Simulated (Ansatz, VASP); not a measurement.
**HfCl3 in VASP and in Ansatz**

```
CELL_PARAMETERS angstrom
15.00000 0.00000 0.00000
0.00000 15.50000 0.00000
0.00000 0.00000 16.00000
ATOMIC_POSITIONS crystal
Hf 0.50000 0.50000 0.49984
Cl 0.65425 0.49945 0.49913
Cl 0.42338 0.62955 0.50188
Cl 0.42237 0.37100 0.49915
```

Alike in both runs: functional PBE; k mesh 1 × 1 × 1; occupations gaussian, width 0.005 eV; collinear spin.

Ansatz relaxed the structure, and its values are those at the end. VASP's run is a single point on that final structure, the one shown.

```csv
,VASP,Ansatz
version,VASP 6.6.1,Ansatz 0.2.0
potentials or method,"VASP PAW PBE potentials, release 64 (Hf_pv, Cl), cutoff 520 eV","scalar-relativistic, plane waves, PAW"
valence electrons in the cell,31,47
```

|  | VASP | Ansatz | Ansatz less VASP |
| --- | --- | --- | --- |
| gap on the k mesh at the Fermi level (eV) | 1.60 | 1.61 | +0.014 |
| rms of the force components (eV/Å) | 0.042 | 0.002 | -0.0401 |
| net moment per atom (μB) | 0.25 | 0.25 | 0.000 |
| size of the moment on the site where the two differ most (μB) | 0.57 | 0.30 | -0.268 |

Site moments also hang on the region over which each program counts them. VASP's potentials hold 31 valence electrons a cell and Ansatz's 47, so a difference there can come from the potentials and not from the codes.

Neither program's run includes spin-orbit coupling.
